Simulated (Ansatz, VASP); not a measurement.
## Ga in VASP and in Ansatz

INCAR

```
SYSTEM = Ga
PREC = Accurate ; ENCUT = 520
EDIFF = 1E-6 ; ISMEAR = 0
SIGMA = 0.05 ; LREAL = .False.
LASPH = .True. ; NELM = 60
ALGO = Fast ; ISIF = 2
LWAVE = .False. ; LCHARG = .False.
GGA = PE ; NBANDS = 20
```

File KPOINTS:

```
Automatic mesh
0
Gamma
  14 10 14
  0 0 0
```

File POSCAR:

```
Ga
1.0
   -2.7660000000      0.0000000000      0.0000000000
   -0.1174474948      0.0000000000      3.3299294416
   -1.3830000000      4.0265000000      0.0000000000
Ga
2
Direct
    0.8690000000      0.2500000000      0.2620000000
    0.1185822675      0.7500000000      0.7628354650
```

Input for Ansatz:

```yaml
crystal:
  lattice:
    - [-2.766, 0.0, 0.0]
    - [-0.1174474948, 0.0, 3.3299294416]
    - [-1.383, 4.0265, 0.0]
  atoms:
    - { symbol: Ga, position: [0.869, 0.25, 0.262] }
    - { symbol: Ga, position: [0.1185822675, 0.75, 0.762835465] }
basis:
  ecutwfc: 420
  fft_grid_basis: typed
kpoints:
  mp_grid: { grid: [14, 10, 14] }
hamiltonian:
  xc: pbe
  pseudopotentials: { kind: paw }
scf:
  occupations: { method: gaussian, width: 0.05 }
output:
  forces: true
  stress: true
  eigenvalues: true
  bader: true
  write_density: true
  volumetric_format: npy
```

Alike in both runs: task single point; functional PBE; k mesh 14 × 10 × 14; occupations gaussian, width 0.05 eV; no spin polarisation.

```csv
,VASP,Ansatz
version,VASP 6.6.1,Ansatz 0.2.0
potentials or method,"VASP PAW PBE potentials, release 64 (Ga_d), cutoff 520 eV","scalar-relativistic, plane waves, PAW"
valence electrons in the cell,26,26
```

|  | VASP | Ansatz | Ansatz less VASP |
| --- | --- | --- | --- |
| gap on the k mesh at the Fermi level (eV) | none | none | - |
| pressure (GPa) | 2.3 | 2.2 | -0.08 |
| traceless stress, the component that is largest in VASP (GPa) | 1.40 | 1.38 | -0.015 |
| rms of the force components (eV/Å) | 0.392 | 0.388 | -0.0042 |

Atom by atom the forces differ by 0.004 eV/Å (rms over components). A gap of «none» marks a metal or a gap that the smearing closes.
